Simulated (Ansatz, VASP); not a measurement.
# One calculation of Ge3C3N8, two programs

The input INCAR:

```
PREC     = Accurate       # precision mode
ENCUT    = 600            # plane-wave cutoff, eV
EDIFF    = 1E-6           # SCF threshold, eV
ISMEAR   = -1             # smearing method
SIGMA    = 0.02           # smearing width, eV
LREAL    = F              # projectors in reciprocal space
LASPH    = T              # aspherical terms in the spheres
NELM     = 120            # most SCF steps
ALGO     = Normal         # electronic algorithm
ISIF     = 2              # what is computed and relaxed
LWAVE    = F              # write WAVECAR
LCHARG   = F              # write CHGCAR
GGA      = PE             # functional
NBANDS   = 60             # bands
GGA_COMPAT= F
```

The input KPOINTS:

```
regular mesh
0
Gamma
  4 10 4
```

The input POSCAR:

```
Ge3C3N8
1.0
    7.2764383840      0.0000000000      0.5483706601
    0.0000000000      2.7958692431      0.0000000000
   -3.1582549545      0.0000000000      6.2665360765
Ge C N
3 3 8
Direct
    0.6021504037      0.5000000000      0.8056898781
    0.7619765282      0.0000000000      0.2462659169
    0.1785227957      0.5000000000      0.3600256961
    0.9110558142      0.0000000000      0.7204702244
    0.2316770301      0.5000000000      0.7924827418
    0.3746986861      0.0000000000      0.1534069351
    0.3288573769      0.5000000000      0.6506317776
    0.5462322758      0.0000000000      0.3079902306
    0.8093107601      0.5000000000      0.7000223178
    0.6885119425      0.0000000000      0.9651409147
    0.0941015602      0.0000000000      0.7445848990
    0.9254872215      0.5000000000      0.3463757165
    0.2032076954      0.0000000000      0.2079842450
    0.3442099098      0.5000000000     -0.0010714936
```

Input for Ansatz:

```yaml
crystal:
  lattice:
    - [7.276438384, 0.0, 0.5483706601]
    - [0.0, 2.7958692431, 0.0]
    - [-3.1582549545, 0.0, 6.2665360765]
  atoms:
    - { symbol: Ge, position: [0.6021504037, 0.5, 0.8056898781] }
    - { symbol: Ge, position: [0.7619765282, 0.0, 0.2462659169] }
    - { symbol: C, position: [0.9110558142, 0.0, 0.7204702244] }
    - { symbol: Ge, position: [0.1785227957, 0.5, 0.3600256961] }
    - { symbol: C, position: [0.2316770301, 0.5, 0.7924827418] }
    - { symbol: C, position: [0.3746986861, 0.0, 0.1534069351] }
    - { symbol: "N", position: [0.3288573769, 0.5, 0.6506317776] }
    - { symbol: "N", position: [0.5462322758, 0.0, 0.3079902306] }
    - { symbol: "N", position: [0.8093107601, 0.5, 0.7000223178] }
    - { symbol: "N", position: [0.6885119425, 0.0, 0.9651409147] }
    - { symbol: "N", position: [0.0941015602, 0.0, 0.744584899] }
    - { symbol: "N", position: [0.9254872215, 0.5, 0.3463757165] }
    - { symbol: "N", position: [0.2032076954, 0.0, 0.207984245] }
    - { symbol: "N", position: [0.3442099098, 0.5, -0.0010714936] }
kpoints:
  mp_grid: { grid: [4, 10, 4] }
  band_path:
    path:
      - [0.0, 0.0, 0.0]
      - [-5.445517731364e-18, -0.5, -1.916443026526e-34]
      - [0.5, -0.5, 5.564214425018e-18]
      - [0.5, -9.864234573299e-36, 5.564214425018e-18]
      - [0.0, 0.0, 0.0]
      - [0.5, -3.899611680346e-19, -0.5]
      - [0.5, -0.5, -0.5]
      - [-5.445517731364e-18, -0.5, -1.916443026526e-34]
      - [-2.298232189306e-17, -0.5, -0.5]
      - [-2.298232189306e-17, -3.899611680346e-19, -0.5]
      - [0.0, 0.0, 0.0]
    npoints: 10
hamiltonian:
  xc: pbe
scf:
  occupations: { method: fermi_dirac, width: 0.02 }
  n_extra_bands: 7
output:
  forces: true
  stress: true
  eigenvalues: true
```

Alike in both runs: task single point; functional PBE; k mesh 4 × 10 × 4; occupations fermi-dirac, width 0.02 eV; no spin polarisation.

|  | VASP | Ansatz |
| --- | --- | --- |
| version | VASP 6.6.1 | Ansatz 0.2.0 |
| potentials or method | VASP PAW PBE potentials, release 64 (Ge_d, C, N) | plane waves, PAW |
| plane-wave cutoff (eV) | 600 | 420 |
| valence electrons in the cell | 94 | 94 |

Ansatz gave:

| Item | Value |
| --- | --- |
| pressure (GPa) | 6.3 |
| rms of the force components (eV/Å) | 0.174 |

Task: Which values does VASP return?

Result: Pressure (GPa): 5.8; rms of the force components (eV/Å): 0.181.

The functional is the same, so the differences come from potentials, cutoffs and numerics.
